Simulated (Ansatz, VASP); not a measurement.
# P in VASP and in Ansatz

```
P
1.0
     3.28000    0.00000    0.00000
    -1.64000    2.84056    0.00000
     0.00000    0.00000   28.00000
P
2
Direct
  0.33333 0.66667 0.53277
  0.66667 0.33333 0.46723
```

Alike in both runs: task single point; functional r2SCAN; k mesh 9 × 9 × 1; occupations gaussian, width 0.02 eV; no spin polarisation.

|  | VASP | Ansatz |
| --- | --- | --- |
| version | VASP 6.6.1 | Ansatz 0.2.0 |
| potentials or method | VASP PAW PBE potentials, release 64 (P), cutoff 520 eV | scalar-relativistic, plane waves, PAW |
| valence electrons in the cell | 10 | 10 |

Ansatz gave:

| Item | Value |
| --- | --- |
| gap on the k mesh at the Fermi level (eV) | none |
| rms of the force components (eV/Å) | 2.907 |

Question: What did VASP give for the same quantities?

Answer: gap on the k mesh at the Fermi level (eV): none; rms of the force components (eV/Å): 2.909.

VASP's potentials were made for PBE, not for r2SCAN. Atom by atom the forces differ by 0.002 eV/Å (rms over components). A gap of «none» marks a metal or a gap that the smearing closes. With one functional, cell and mesh, what is left measures potentials, basis and numerics.
